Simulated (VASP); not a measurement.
Ni, 2 atoms in the cell. It takes space group P6_3/mmc (No. 194, hexagonal). Conventional cell: a = 2.448 Å, b = 2.448 Å, c = 4.073 Å, α = 90.00°, β = 90.00°, γ = 120.00°. Ni (site symmetry -6m2) has 12 Ni at 2.45 to 2.48 Å within 3.2 Å. 

| Item | Value |
| --- | --- |
| Program | VASP 6.6.1 |
| Task | single point |
| Functional | PBEsol |
| Potentials or basis | VASP PAW PBE potentials, release 64 (Ni) |
| Cutoff | 520 eV |
| k mesh | 12 × 12 × 7 |
| Occupations | fermi-dirac, width 0.05 eV |
| Spin | collinear spin, ferrimagnetic start |
| Starting moments | [1.0, -0.5] μB |
| Dipole correction | no |
| Further INCAR settings | ALGO = Normal; EDIFF = 1e-06; NBANDS = 21 |

Potentials or basis: VASP PAW PBE potentials, release 64 (Ni).

The run is started by

```bash
$ cat potpaw_PBE.64/Ni/POTCAR > POTCAR
$ mpirun -np 1 vasp_std > vasp.out
```

Hardware: 1 thread of Intel(R) Xeon(R) 6975P-C (Granite Rapids), with other jobs on the host.

Estimate the wall time of this run.

It took 30 s on 1 thread of Intel(R) Xeon(R) 6975P-C (Granite Rapids), with other jobs on the host, peak memory 0.17 GiB. Counts: scf iterations 16, k points 76.
